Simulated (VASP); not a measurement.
# ZrS (Fm-3m) in VASP: a series of runs, part 2 of 2

VASP 6.6.1. The steps go on from the part before.

## 3. Single point, r2SCAN

POSCAR

```
ZrS
1.0
    0.0000000000      2.6250000000      2.6250000000
    2.6250000000      0.0000000000      2.6250000000
    2.6250000000      2.6250000000      0.0000000000
Zr S
1 1
Direct
    0.0000000000      0.0000000000      0.0000000000
    0.5000000000      0.5000000000      0.5000000000
```

INCAR.step1

```
SYSTEM = ZrS
PREC = Accurate ; ENCUT = 520
ISMEAR = 0 ; SIGMA = 0.1
LREAL = .FALSE. ; LASPH = .TRUE.
NELM = 100 ; NBANDS = 16
GGA = PE ; ALGO = Normal
EDIFF = 1E-4 ; LWAVE = .TRUE.
LCHARG = .FALSE.
```

INCAR.step2

```
SYSTEM = ZrS
PREC = Accurate ; ENCUT = 520
EDIFF = 1E-6 ; ISMEAR = 0
SIGMA = 0.1 ; LREAL = .FALSE.
LASPH = .TRUE. ; NELM = 100
ALGO = Normal ; ISIF = 2
LWAVE = .FALSE. ; LCHARG = .FALSE.
METAGGA = R2SCAN ; LMIXTAU = .TRUE.
NBANDS = 16 ; ISTART = 1
```

KPOINTS

```
regular mesh
0
G
  20 20 20
  0 0 0
```

Potentials or basis: VASP PAW PBE potentials, release 64 (Zr_sv, S).

Started as:

```
cat potpaw_PBE.64/Zr_sv/POTCAR potpaw_PBE.64/S/POTCAR > POTCAR
cp INCAR.step1 INCAR
mpirun -np 1 vasp_std > vasp.out
cp INCAR.step2 INCAR
mpirun -np 1 vasp_std > vasp.out
```

OUTCAR:

```text
SYSTEM = ZrS
   PREC = Accurate
   ENCUT = 520
   EDIFF = 1E-6
   ISMEAR = 0
   LREAL = .FALSE.
   LASPH = .TRUE.
   NELM = 100
   ISIF = 2
   METAGGA = R2SCAN
   ISTART = 1

 ion  position               nearest neighbor table
   1  0.000  0.000  0.000-   2 2.62   2 2.62   2 2.62   2 2.62   2 2.62   2 2.62
   2  0.500  0.500  0.500-   1 2.62   1 2.62   1 2.62   1 2.62   1 2.62   1 2.62

  LATTYP: Found a face centered cubic cell.
 ALAT       =     5.2500000000

  Lattice vectors:

 A1 = (   0.0000000000,   2.6250000000,   2.6250000000)
 A2 = (   2.6250000000,   0.0000000000,   2.6250000000)
 A3 = (   2.6250000000,   2.6250000000,   0.0000000000)

Analysis of symmetry for initial positions (statically):
=====================================================================
 Subroutine PRICEL returns:
 Original cell was already a primitive cell.

 Routine SETGRP: Setting up the symmetry group for a
 face centered cubic supercell.

 Subroutine GETGRP returns: Found 48 space group operations
 (whereof 48 operations were pure point group operations)
 out of a pool of 48 trial point group operations.

The static configuration has the point symmetry O_h .

Analysis of symmetry for dynamics (positions and initial velocities):
=====================================================================
 Subroutine PRICEL returns:
 Original cell was already a primitive cell.

 Routine SETGRP: Setting up the symmetry group for a
 face centered cubic supercell.

 Subroutine GETGRP returns: Found 48 space group operations
 (whereof 48 operations were pure point group operations)
 out of a pool of 48 trial point group operations.

The dynamic configuration has the point symmetry O_h .

 Subroutine INISYM returns: Found 48 space group operations
 (whereof 48 operations are pure point group operations),
 and found     1 'primitive' translations

----------------------------------------------------------------------------------------

                                     Primitive cell

  volume of cell :      36.1758

  direct lattice vectors                    reciprocal lattice vectors
     0.000000000  2.625000000  2.625000000    -0.190476190  0.190476190  0.190476190
     2.625000000  0.000000000  2.625000000     0.190476190 -0.190476190  0.190476190
     2.625000000  2.625000000  0.000000000     0.190476190  0.190476190 -0.190476190

  length of vectors
     3.712310601  3.712310601  3.712310601     0.329914440  0.329914440  0.329914440

  position of ions in fractional coordinates (direct lattice)
     0.000000000  0.000000000  0.000000000
     0.500000000  0.500000000  0.500000000

  ion indices of the primitive-cell ions
   primitive index   ion index
                 1           1
                 2           2

----------------------------------------------------------------------------------------

 KPOINTS: regular mesh

Automatic generation of k-mesh.
 Grid dimensions read from file:
 generate k-points for:   20   20   20

 Generating k-lattice:

  Cartesian coordinates                     Fractional coordinates (reciprocal lattice)
    -0.009523810  0.009523810  0.009523810     0.050000000  0.000000000  0.000000000
     0.009523810 -0.009523810  0.009523810     0.000000000  0.050000000  0.000000000
     0.009523810  0.009523810 -0.009523810     0.000000000  0.000000000  0.050000000

  Length of vectors
     0.016495722  0.016495722  0.016495722

  Shift w.r.t. Gamma in fractional coordinates (k-lattice)
     0.000000000  0.000000000  0.000000000

 Subroutine IBZKPT returns following result:
 ===========================================

 Found    256 irreducible k-points:

 Following reciprocal coordinates:
            Coordinates               Weight
  0.000000  0.000000  0.000000      1.000000
  0.050000  0.000000  0.000000      8.000000
  0.100000  0.000000  0.000000      8.000000
  0.150000  0.000000  0.000000      8.000000
  0.200000  0.000000  0.000000      8.000000
  0.250000  0.000000  0.000000      8.000000
[... 16 lines left out ...]
 -0.400000  0.050000  0.000000     24.000000
 -0.350000  0.050000  0.000000     24.000000
 [... further k-points ...]
   k-points           NKPTS =    256   k-points in BZ     NKDIM =    256   number of bands    NBANDS=     16
   number of dos      NEDOS =    301   number of ions     NIONS =      2
   total plane-waves  NPLWV =  21952
   dimension x,y,z NGX =    28 NGY =   28 NGZ =   28
   dimension x,y,z NGXF=    56 NGYF=   56 NGZF=   56
   ions per type =               1   1
   NGX,Y,Z   is equivalent  to a cutoff of  12.54, 12.54, 12.54 a.u.
   NGXF,Y,Z  is equivalent  to a cutoff of  25.08, 25.08, 25.08 a.u.
 SYSTEM =  ZrS
   PREC   = accura    normal or accurate (medium, high low for compatibility)
   ISTART =      1    job   : 0-new  1-cont  2-samecut
   ICHARG =      0    charge: 1-file 2-atom 10-const
   ISPIN  =      1    spin polarized calculation?
   LNONCOLLINEAR =      F non collinear calculations
   LSORBIT =      F    spin-orbit coupling
   LASPH  =      T    aspherical Exc in radial PAW
   ENCUT  =  520.0 eV  38.22 Ry    6.18 a.u.   6.90  6.90  6.90*2*pi/ulx,y,z
   NELM   =    100;   NELMIN=  2; NELMDL=  0     # of ELM steps
   EDIFF  = 0.1E-05   stopping-criterion for ELM
   LREAL  =      F    real-space projection
   EDIFFG = 0.1E-04   stopping-criterion for IOM
   NSW    =      0    number of steps for IOM
   IBRION =     -1    ionic relax: 0-MD 1-quasi-New 2-CG
   NFREE  =      0    steps in history (QN), initial steepest desc. (CG)
   ISIF   =      2    stress and relaxation
   ISYM   =      2    0-nonsym 1-usesym 2-fastsym
   POTIM  = 0.5000    time-step for ionic-motion
   TEBEG  =    0.0;   TEEND  =   0.0 temperature during run
   PSTRESS=    0.0 pullay stress
   NELECT =      18.0000    total number of electrons
   NUPDOWN=      -1.0000    fix difference up-down
   EMIN   =  10.00;   EMAX   =-10.00  energy-range for DOS
   EFERMI =   0.00;   METHOD = LEGACY
   ISMEAR =     0;   SIGMA  =   0.10  broadening in eV -4-tet -1-fermi 0-gaus
   EFERMI_NEDOS =   21; number of points for ismear=-14 and -15
   IALGO  =     38    algorithm
   IMIX   =      4    mixing-type and parameters
     AMIX     =   0.40;   BMIX     =  1.00
     AMIX_MAG =   1.60;   BMIX_MAG =  1.00
  volume/ion in A,a.u.               =      18.09       122.06
  Fermi-wavevector in a.u.,A,eV,Ry     =   1.297258  2.451462 22.896950  1.682878
  Thomas-Fermi vector in A             =   2.428662
   LORBIT       =      0    0 simple, 1 ext, 2 COOP (PROOUT), +10 PAW based schemes
   METAGGA = R2SCAN    functional components
   LHFCALC =     F    Hartree Fock is set to
   AEXX    =    0.0000 exact exchange contribution
   IVDW    =     0    specifies the selected vdW correction
   LEPSILON=     F    determine dielectric tensor
   LRPA    =     F    only Hartree local field effects (RPA)
 non-spin polarized calculation
 Gauss-broadening in eV      SIGMA  =   0.10
  energy-cutoff  :      520.00
  volume of cell :       36.18
 maximum number of plane-waves:       992
   NGX = 13   NGY = 13   NGZ = 13

 number of electron      18.0000000 magnetization

 Free energy of the ion-electron system (eV)
  ---------------------------------------------------
  ext. energy  EPLUGINS =         0.00000000
  ---------------------------------------------------
  free energy    TOTEN  =       -33.88467152 eV

  energy without entropy =      -33.87890159  energy(sigma->0) =      -33.88178655

 E-fermi :  10.9300     XC(G=0): -11.9643

 val. band max:       10.9238313733   @ k =  -0.2500   0.2500   0.0500
 cond. band min:      10.9357360007   @ k =  -0.2500   0.5000   0.2500
 fundamental gap:      0.0119046273
 Fermi energy:        10.9300181867

 k-point     1 :       0.0000    0.0000    0.0000
  band No.  band energies     occupation
      1     -40.9427      2.00000
      2     -18.2230      2.00000
      3     -18.2230      2.00000
      4     -18.2230      2.00000
      5      -5.8618      2.00000
      6       6.9493      2.00000
[... 8 lines left out ...]
     15      18.6397      0.00000
     16      23.4237      0.00000
[... 419 lines left out ...]
 k-point    24 :      -0.3500    0.0500    0.0000
  band No.  band energies     occupation
      1     -40.9195      2.00000
      2     -18.5217      2.00000
      3     -18.2575      2.00000
      4     -18.2457      2.00000
      5      -4.5968      2.00000
      6       3.0437      2.00000
[... 8 lines left out ...]
     15      18.5217      0.00000
     16      18.6455      0.00000

 [... further k-points ...]
[... 5 lines left out ...]
  --------------------------------------------------------------------------------------
  -------------------------------------------------------------------------------------
  Total       -0.4594588     -0.4594588     -0.4594588      0.0000000     -0.0000000      0.0000000
  in kB      -20.3488218    -20.3488218    -20.3488218      0.0000000     -0.0000000      0.0000000
  external PRESSURE =     -20.3488218 kB  Pullay stress =       0.0000000 kB

 VOLUME and BASIS-vectors are now :
 -----------------------------------------------------------------------------
  energy-cutoff  :      520.00
  volume of cell :       36.18
      direct lattice vectors                 reciprocal lattice vectors
     0.000000000  2.625000000  2.625000000    -0.190476190  0.190476190  0.190476190
     2.625000000  0.000000000  2.625000000     0.190476190 -0.190476190  0.190476190
     2.625000000  2.625000000  0.000000000     0.190476190  0.190476190 -0.190476190

 POSITION                                       TOTAL-FORCE (eV/Angst)
 -----------------------------------------------------------------------------------
      0.00000      0.00000      0.00000        -0.000000      0.000000     -0.000000
      2.62500      2.62500      2.62500         0.000000     -0.000000      0.000000
 -----------------------------------------------------------------------------------
    total drift:                                0.000000      0.000000      0.000000

  FREE ENERGIE OF THE ION-ELECTRON SYSTEM (eV)
  ---------------------------------------------------
  free  energy   TOTEN  =       -33.8846715187 eV

  energy  without entropy=      -33.8789015867  energy(sigma->0) =      -33.88178655
```

Run time: 5.2 min. Hardware: 1 thread of Intel Xeon Platinum 8488C (Sapphire Rapids), shared host; peak memory 0.28 GiB.

What came out:

```
Free energy            : -33.8847 eV
Pressure               : -2.0 GPa
Band gap on the k mesh : zero (bands 9 and 10 overlap by 2.91 eV)
```

Caveat: the PAW data sets were made with another functional, which shifts forces and pressure a little.

## 4. Single point, r2SCAN

POSCAR is that of step 3.

INCAR.step1

```
SYSTEM = ZrS
  PREC = Accurate
  ENCUT = 520
  ISMEAR = 0
  SIGMA = 0.1
  LREAL = .False.
  LASPH = .True.
  NELM = 100
  NBANDS = 16
  ISYM = 0
  GGA = PE
  ALGO = Normal
  EDIFF = 1E-4
  LWAVE = .True.
  LCHARG = .False.
```

INCAR.step2

```
SYSTEM = ZrS
  PREC = Accurate
  ENCUT = 520
  EDIFF = 1E-6
  ISMEAR = 0
  SIGMA = 0.1
  LREAL = .False.
  LASPH = .True.
  NELM = 100
  ALGO = Normal
  ISIF = 2
  LWAVE = .False.
  LCHARG = .False.
  METAGGA = R2SCAN
  LMIXTAU = .True.
  NBANDS = 16
  ISYM = 0
  ISTART = 1
```

KPOINTS

```
Automatic mesh
0
Gamma
  8 8 8
  0.5 0.5 0.5
```

Started as:

```
cat potpaw_PBE.64/Zr_sv/POTCAR potpaw_PBE.64/S/POTCAR > POTCAR
cp INCAR.step1 INCAR
mpirun -np 1 vasp_std > vasp.out
cp INCAR.step2 INCAR
mpirun -np 1 vasp_std > vasp.out
```

It took 18 min on 1 thread of Intel Xeon Platinum 8488C (Sapphire Rapids), shared host; peak memory 0.64 GiB.

The run converged. Its results:

```yaml
Free_energy: -33.8877 eV
Pressure: -2.0 GPa
Band_gap_on_the_k_mesh: zero (bands 9 and 10 overlap by 2.48 eV)
```

Levels at points of the mesh, in eV from the Fermi level:
```tsv
k point	band 7	band 8	band 9	band 10	band 11	band 12
(0.06, 0.06, 0.06)	-4.14	-4.14	-1.29	-1.29	-1.26	-0.38
```

Caveat: the PAW data sets were made with another functional, which shifts forces and pressure a little.

## 5. Single point, r2SCAN

POSCAR is that of step 4.

INCAR.step1

```
PREC = Accurate
ENCUT = 520
ISMEAR = 0
SIGMA = 0.1
LREAL = F
LASPH = T
NELM = 60
NBANDS = 16
GGA = PE
ALGO = Normal
EDIFF = 1E-4
LWAVE = T
LCHARG = F
```

INCAR.step2

```
PREC = Accurate
ENCUT = 520
EDIFF = 1E-6
ISMEAR = 0
SIGMA = 0.1
LREAL = F
LASPH = T
NELM = 60
ALGO = Normal
ISIF = 2
LWAVE = F
LCHARG = T
METAGGA = R2SCAN
LMIXTAU = T
LELF = T
LVHAR = T
NBANDS = 16
ISTART = 1
```

KPOINTS

```
Automatic mesh
0
Gamma
  22 22 22
```

Started as:

```
cat potpaw_PBE.64/Zr_sv/POTCAR potpaw_PBE.64/S/POTCAR > POTCAR
cp INCAR.step1 INCAR
mpirun -np 1 vasp_std > vasp.out
cp INCAR.step2 INCAR
mpirun -np 1 vasp_std > vasp.out
```

Wall time 5.5 min (1 thread of Intel Xeon Platinum 8488C (Sapphire Rapids), shared host); peak memory 0.31 GiB.

It converged, with:

```
Free energy            : -33.8832 eV
Pressure               : -2.0 GPa
Band gap on the k mesh : zero (bands 9 and 10 overlap by 2.91 eV)
```

Levels at points of the mesh, in eV from the Fermi level:
```tsv
k point	band 5	band 6	band 7	band 8	band 9	band 10	band 11	band 12	band 13	band 14
(0.00, 0.00, 0.00)	-16.80	-3.99	-3.99	-3.99	-1.42	-1.42	-1.42	-0.68	-0.68	2.32
(0.50, 0.00, 0.00)	-15.22	-8.50	-6.44	-6.44	1.49	1.49	1.84	2.09	5.77	5.77
(0.50, 0.50, 0.00)	-15.94	-6.77	-4.96	-4.96	-3.53	0.54	2.38	2.38	3.04	3.56
```

Caveat: the PAW data sets were made with another functional, which shifts forces and pressure a little.

## 6. Summary

```csv
k mesh,gap on the mesh (eV),pressure (GPa)
18 × 18 × 18,none,-2.0
20 × 20 × 20,none,-2.0
"8 × 8 × 8, shifted",none,-2.0
22 × 22 × 22,none,-2.0
```

Alike in all rows: task single point; level r2SCAN; potentials or basis VASP PAW PBE potentials, release 64 (Zr_sv, S); no spin polarisation; cell as given; cutoff (eV) 520; smearing gaussian 0.1 eV.

Caveats: the PAW data sets were made with another functional, which shifts forces and pressure a little.

Total energies depend on the potentials used, so only differences within one code and one set of settings carry meaning.
